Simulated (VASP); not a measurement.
# Si2W (P1) in VASP: relaxation of cell and atoms with PBE

Aim: the relaxation of cell and atoms of Si2W with PBE.

Everything below comes from runs of VASP 6.6.1. Logs are shortened: lines on timing, memory, paths and dates and some standing lists are left out, and cuts for length are marked.

### Step 1. The cell of the first run

The typed cell holds 6 atoms: a = 3.020 Å, b = 5.017 Å, c = 5.922 Å, α = 89.47°, β = 87.72°, γ = 88.02°.

### Step 2. Relaxation of cell and atoms, PBE

The input, INCAR:

```
ALGO = Normal
EDIFF = 1E-6
EDIFFG = -0.025
ENCUT = 600
GGA = PE
IBRION = 2
ISIF = 3
ISMEAR = 0
LASPH = T
LCHARG = F
LREAL = F
LWAVE = F
NELM = 100
NSW = 80
PREC = Accurate
SIGMA = 0.2
```

The input, KPOINTS:

```
k-points
0
Gamma
  8 4 4
```

The input, POSCAR:

```
Si2W
1.0
    3.0194316005      0.0509973115      0.0596814429
    0.0883299345      5.0166423336      0.0226880029
    0.1183267377      0.0259704346      5.9207773464
Si W
4 2
Direct
    0.5150357494      0.1550692851      0.6564232491
   -0.0026110904      0.6639935776      0.6688189885
    0.0248816054      0.3326747159      0.3498719649
    0.4726027678      0.8344794270      0.3234487959
    0.0200637033      0.0016084895      0.0033676527
    0.4700272645      0.5121745049      0.9980693490
```

Potentials or basis: VASP PAW PBE potentials, release 64 (Si, W_sv).

Started as:

```console
> cat potpaw_PBE.64/Si/POTCAR potpaw_PBE.64/W_sv/POTCAR > POTCAR
> mpirun -np 1 vasp_std > vasp.out
```

OUTCAR:

```text
EDIFF = 1E-6
   EDIFFG = -0.025
   ENCUT = 600
   GGA = PE
   IBRION = 2
   ISIF = 3
   ISMEAR = 0
   LASPH = T
   LREAL = F
   NELM = 100
   NSW = 80
   PREC = Accurate

 ion  position               nearest neighbor table
   1  0.515  0.155  0.656-   3 2.51   3 2.52   4 2.57   5 2.62   5 2.70   6 2.71   2 2.82   2 2.95
                             2 2.96   2 2.99
   2  0.997  0.664  0.669-   3 2.52   6 2.56   6 2.59   4 2.61   5 2.62   4 2.75   1 2.82   1 2.95
                             1 2.96   1 2.99
   3  0.025  0.333  0.350-   1 2.51   2 2.52   1 2.52   6 2.60   5 2.65   4 2.80   6 2.85   4 2.90
                             4 2.98   4 3.06
   4  0.473  0.834  0.323-   5 2.50   6 2.53   1 2.57   2 2.61   5 2.62   2 2.75   3 2.80   3 2.90
                             3 2.98   3 3.06
   5  0.020  0.002  0.003-   4 2.50   4 2.62   1 2.62   2 2.62   3 2.65   1 2.70   6 2.77   6 2.94
                             6 3.01   6 3.01
   6  0.470  0.512  0.998-   4 2.53   2 2.56   2 2.59   3 2.60   1 2.71   5 2.77   3 2.85   5 2.94
                             5 3.01   5 3.01

  LATTYP: Found a triclinic cell.
 ALAT       =     3.0204519183
 B/A-ratio  =     2.8559174031
 C/A-ratio  =     3.1815123561
 COS(alpha) =     0.0011988958
 COS(beta)  =     0.5860532094
 COS(gamma) =     0.7276259088

  Lattice vectors:

 A1 = (   3.0194316005,   0.0509973115,   0.0596814429)
 A2 = (   6.1571899387,   0.1279650576,   6.0401402322)
 A3 = (   5.8322065288,  -4.9406181452,  -5.8241024635)

Analysis of symmetry for initial positions (statically):
=====================================================================
 Subroutine PRICEL returns:
 Original cell was already a primitive cell.

 Routine SETGRP: Setting up the symmetry group for a
 triclinic supercell.

 Subroutine GETGRP returns: Found  1 space group operations
 (whereof  1 operations were pure point group operations)
 out of a pool of  2 trial point group operations.

The static configuration has the point symmetry C_1 .

Analysis of symmetry for dynamics (positions and initial velocities):
=====================================================================
 Subroutine PRICEL returns:
 Original cell was already a primitive cell.

 Routine SETGRP: Setting up the symmetry group for a
 triclinic supercell.

 Subroutine GETGRP returns: Found  1 space group operations
 (whereof  1 operations were pure point group operations)
 out of a pool of  2 trial point group operations.

The dynamic configuration has the point symmetry C_1 .

 Subroutine INISYM returns: Found  1 space group operations
 (whereof  1 operations are pure point group operations),
 and found     1 'primitive' translations

----------------------------------------------------------------------------------------

                                     Primitive cell

  volume of cell :      89.6208

  direct lattice vectors                    reciprocal lattice vectors
     3.019431600  0.050997312  0.059681443     0.331416628 -0.005805540 -0.006597896
     0.088329934  5.016642334  0.022688003    -0.003351830  0.199399185 -0.000807643
     0.118326738  0.025970435  5.920777346    -0.003327836 -0.000705564  0.168966343

  length of vectors
     3.020451918  5.017471198  5.922016554     0.331533132  0.199428990  0.169000584

  position of ions in fractional coordinates (direct lattice)
     0.515035749  0.155069285  0.656423249
     0.997388910  0.663993578  0.668818988
     0.024881605  0.332674716  0.349871965
     0.472602768  0.834479427  0.323448796
     0.020063703  0.001608490  0.003367653
     0.470027264  0.512174505  0.998069349

  ion indices of the primitive-cell ions
   primitive index   ion index
                 1           1
                 2           2
                 3           3
                 4           4
                 5           5
                 6           6

----------------------------------------------------------------------------------------

 KPOINTS: k-points

Automatic generation of k-mesh.
 Grid dimensions read from file:
 generate k-points for:    8    4    4

 Generating k-lattice:

  Cartesian coordinates                     Fractional coordinates (reciprocal lattice)
     0.041427078 -0.000725692 -0.000824737     0.125000000 -0.000000000  0.000000000
    -0.000837957  0.049849796 -0.000201911    -0.000000000  0.250000000 -0.000000000
    -0.000831959 -0.000176391  0.042241586     0.000000000  0.000000000  0.250000000

  Length of vectors
     0.041441642  0.049857247  0.042250146

  Shift w.r.t. Gamma in fractional coordinates (k-lattice)
     0.000000000  0.000000000  0.000000000

 Subroutine IBZKPT returns following result:
 ===========================================

 Found     68 irreducible k-points:

 Following reciprocal coordinates:
            Coordinates               Weight
  0.000000  0.000000  0.000000      1.000000
  0.125000 -0.000000  0.000000      2.000000
  0.250000 -0.000000  0.000000      2.000000
  0.375000 -0.000000  0.000000      2.000000
  0.500000 -0.000000  0.000000      1.000000
  0.000000  0.250000 -0.000000      2.000000
[... 16 lines left out ...]
  0.500000 -0.000000  0.250000      2.000000
 -0.375000  0.000000  0.250000      2.000000
 [... further k-points ...]
   k-points           NKPTS =     68   k-points in BZ     NKDIM =     68   number of bands    NBANDS=     26
   number of dos      NEDOS =    301   number of ions     NIONS =      6
   total plane-waves  NPLWV =  46080
   dimension x,y,z NGX =    24 NGY =   40 NGZ =   48
   dimension x,y,z NGXF=    48 NGYF=   80 NGZF=   96
   ions per type =               4   2
   NGX,Y,Z   is equivalent  to a cutoff of  13.21, 13.25, 13.47 a.u.
   NGXF,Y,Z  is equivalent  to a cutoff of  26.42, 26.51, 26.95 a.u.
 SYSTEM =  unknown system
   PREC   = accura    normal or accurate (medium, high low for compatibility)
   ISTART =      0    job   : 0-new  1-cont  2-samecut
   ICHARG =      2    charge: 1-file 2-atom 10-const
   ISPIN  =      1    spin polarized calculation?
   LNONCOLLINEAR =      F non collinear calculations
   LSORBIT =      F    spin-orbit coupling
   LASPH  =      T    aspherical Exc in radial PAW
   ENCUT  =  600.0 eV  44.10 Ry    6.64 a.u.   6.03 10.02 11.83*2*pi/ulx,y,z
   NELM   =    100;   NELMIN=  2; NELMDL= -5     # of ELM steps
   EDIFF  = 0.1E-05   stopping-criterion for ELM
   LREAL  =      F    real-space projection
   EDIFFG = -.3E-01   stopping-criterion for IOM
   NSW    =     80    number of steps for IOM
   IBRION =      2    ionic relax: 0-MD 1-quasi-New 2-CG
   NFREE  =      1    steps in history (QN), initial steepest desc. (CG)
   ISIF   =      3    stress and relaxation
   ISYM   =      2    0-nonsym 1-usesym 2-fastsym
   POTIM  = 0.5000    time-step for ionic-motion
   TEBEG  =    0.0;   TEEND  =   0.0 temperature during run
   PSTRESS=    0.0 pullay stress
   NELECT =      44.0000    total number of electrons
   NUPDOWN=      -1.0000    fix difference up-down
   EMIN   =  10.00;   EMAX   =-10.00  energy-range for DOS
   EFERMI =   0.00;   METHOD = LEGACY
   ISMEAR =     0;   SIGMA  =   0.20  broadening in eV -4-tet -1-fermi 0-gaus
   EFERMI_NEDOS =   21; number of points for ismear=-14 and -15
   IALGO  =     38    algorithm
   IMIX   =      4    mixing-type and parameters
     AMIX     =   0.40;   BMIX     =  1.00
     AMIX_MAG =   1.60;   BMIX_MAG =  1.00
  volume/ion in A,a.u.               =      14.94       100.80
  Fermi-wavevector in a.u.,A,eV,Ry     =   1.291485  2.440553 22.693617  1.667934
  Thomas-Fermi vector in A             =   2.423252
   LORBIT       =      0    0 simple, 1 ext, 2 COOP (PROOUT), +10 PAW based schemes
   GGA     = PE    functional components
   LHFCALC =     F    Hartree Fock is set to
   AEXX    =    0.0000 exact exchange contribution
   IVDW    =     0    specifies the selected vdW correction
   LEPSILON=     F    determine dielectric tensor
   LRPA    =     F    only Hartree local field effects (RPA)
 conjugate gradient relaxation of ions
 non-spin polarized calculation
 Gauss-broadening in eV      SIGMA  =   0.20
  energy-cutoff  :      600.00
  volume of cell :       89.62
 maximum number of plane-waves:      3015
   NGX = 13   NGY = 21   NGZ = 23

--------------------------------------- Ionic step        1  -------------------------------------------

 number of electron      43.9999998 magnetization

 Free energy of the ion-electron system (eV)
  ---------------------------------------------------
  ext. energy  EPLUGINS =         0.00000000
  ---------------------------------------------------
  free energy    TOTEN  =       -46.66334056 eV

  energy without entropy =      -46.60273063  energy(sigma->0) =      -46.63303560

------------------------ aborting loop because EDIFF is reached ----------------------------------------

  FORCE on cell =-STRESS in cart. coord.  units (eV):
  Direction    XX          YY          ZZ          XY          YZ          ZX
  --------------------------------------------------------------------------------------
  -------------------------------------------------------------------------------------
  Total       -1.7940413     -0.4856624     -1.7968084      0.3549881     -0.2849748     -1.6620213
  in kB      -32.0725915     -8.6823259    -32.1220610      6.3462248     -5.0945768    -29.7124318
  external PRESSURE =     -24.2923261 kB  Pullay stress =       0.0000000 kB
[... 101 lines left out ...]
  FREE ENERGIE OF THE ION-ELECTRON SYSTEM (eV)
  ---------------------------------------------------
  free  energy   TOTEN  =       -46.8669179458 eV

  energy  without entropy=      -46.8032389354  energy(sigma->0) =      -46.83507844

[... ionic steps 4 to 14 ...]

--------------------------------------- Ionic step       15  -------------------------------------------

 number of electron      44.0000003 magnetization

------------------------ aborting loop because EDIFF is reached ----------------------------------------
[... 75 lines left out ...]
--------------------------------------- Ionic step       17  -------------------------------------------

 number of electron      44.0000003 magnetization

 Free energy of the ion-electron system (eV)
  ---------------------------------------------------
  ext. energy  EPLUGINS =         0.00000000
  ---------------------------------------------------
  free energy    TOTEN  =       -46.98399727 eV

  energy without entropy =      -46.92082009  energy(sigma->0) =      -46.95240868

 E-fermi :  10.3267     XC(G=0): -12.0802

 val. band max:       10.3180032819   @ k =   0.2500   0.5000   0.0000
 cond. band min:      10.3459821431   @ k =   0.1250   0.5000   0.5000
 fundamental gap:      0.0279788611
 Fermi energy:        10.3267152122

 k-point     1 :       0.0000    0.0000    0.0000
  band No.  band energies     occupation
      1     -63.3142      2.00000
      2     -63.2678      2.00000
      3     -27.8996      2.00000
      4     -27.6395      2.00000
      5     -27.5308      2.00000
      6     -27.4086      2.00000
[... 685 lines left out ...]
     25      11.9521      0.00000
     26      12.7338      0.00000

 [... further k-points ...]

------------------------ aborting loop because EDIFF is reached ----------------------------------------

  FORCE on cell =-STRESS in cart. coord.  units (eV):
  Direction    XX          YY          ZZ          XY          YZ          ZX
  --------------------------------------------------------------------------------------
  -------------------------------------------------------------------------------------
  Total       -0.1135835     -0.0531238     -0.1303380      0.0012063     -0.0209161      0.0532314
  in kB       -2.0555089     -0.9613766     -2.3587131      0.0218305     -0.3785162      0.9633238
  external PRESSURE =      -1.7918662 kB  Pullay stress =       0.0000000 kB
[... 21 lines left out ...]
  FREE ENERGIE OF THE ION-ELECTRON SYSTEM (eV)
  ---------------------------------------------------
  free  energy   TOTEN  =       -46.9839972656 eV

  energy  without entropy=      -46.9208200932  energy(sigma->0) =      -46.95240868

 reached required accuracy - stopping structural energy minimisation
```

It took 12 min on 1 thread of Intel Xeon 6975P-C (Granite Rapids), shared host; peak memory 0.33 GiB.

What came out:

* Free energy: -46.9840 eV
* Relaxed volume: 14.76 Å³/atom
* Relaxed cell: a = 2.957 Å, b = 5.107 Å, c = 5.863 Å, α = 89.86°, β = 90.08°, γ = 89.90°
* Space group after relaxing (to 0.1 Å): P-3m1 (No. 164)
* Energy gained by relaxing: 53.4 meV/atom
* Ionic steps: 17
* Pressure after relaxing: -0.2 GPa
* Largest force after relaxing: 0.020 eV/Å
* Band gap on the k mesh: zero (bands 22 and 23 overlap by 2.57 eV)

Forces on the atoms (eV/Å):
```
Si   0.006  0.003  0.006
Si  -0.001  0.013  0.009
Si  -0.017 -0.009 -0.006
Si   0.008 -0.005 -0.010
W    0.008 -0.005  0.007
W   -0.004  0.003 -0.006
```

The path:
```tsv
step	energy change (eV)	largest force (eV/Å)	pressure (GPa)	volume (Å³)
1	0.0000	1.2073	-2.43	89.62
2	-0.2035	0.6715	3.70	86.69
3	-0.2036	0.6643	3.88	86.62
4	-0.2544	0.8492	-2.46	89.64
5	-0.2657	0.6829	-0.73	88.71
6	-0.3014	0.2582	-0.39	88.63
7	-0.3033	0.2332	-0.24	88.61
8	-0.3117	0.1454	0.40	88.31
9	-0.3131	0.1269	0.79	88.13
10	-0.3173	0.0869	-0.43	88.64
11	-0.3173	0.0879	-0.47	88.66
12	-0.3192	0.0742	0.00	88.44
13	-0.3193	0.0746	0.08	88.40
14	-0.3200	0.0562	0.07	88.41
15	-0.3204	0.0449	0.06	88.41
16	-0.3206	0.0282	-0.09	88.49
17	-0.3207	0.0203	-0.18	88.53
```

Final structure:
```
Si W
1.0
     2.95694    0.00368   -0.00245
     0.00266    5.10682    0.00560
    -0.00367    0.00839    5.86292
Si W
4 2
Direct
  0.49682 0.16764 0.66980
  0.99963 0.66729 0.66975
  0.00434 0.33248 0.33019
  0.49938 0.83252 0.33027
  0.99918 0.00004 0.99990
  0.50065 0.50003 0.00010
```

Levels at points of the mesh, in eV from the Fermi level:
```tsv
k point	band 20	band 21	band 22	band 23	band 24	band 25
(0.00, 0.00, 0.00)	-0.74	-0.35	-0.02	1.46	1.49	2.09
(0.50, 0.00, 0.00)	-2.26	-1.72	-1.68	-0.82	-0.78	1.32
(0.00, 0.50, 0.00)	-0.84	0.27	0.27	0.92	0.92	1.11
(0.50, 0.50, 0.00)	-1.00	-0.33	-0.30	-0.07	-0.03	2.14
(0.00, 0.00, 0.50)	-0.73	-0.68	1.39	1.43	2.83	3.61
(0.50, 0.00, 0.50)	-2.14	-1.76	-1.76	-0.09	-0.07	0.98
(0.00, 0.50, 0.50)	-0.90	0.07	0.08	1.16	1.16	3.00
(0.50, 0.50, 0.50)	-2.72	-0.66	-0.62	2.73	2.79	4.10
```

Caveat: spin-orbit coupling is left out, which moves the levels of the heavy elements.

The gap in the log of VASP goes by the Fermi energy; the results here count the filled bands.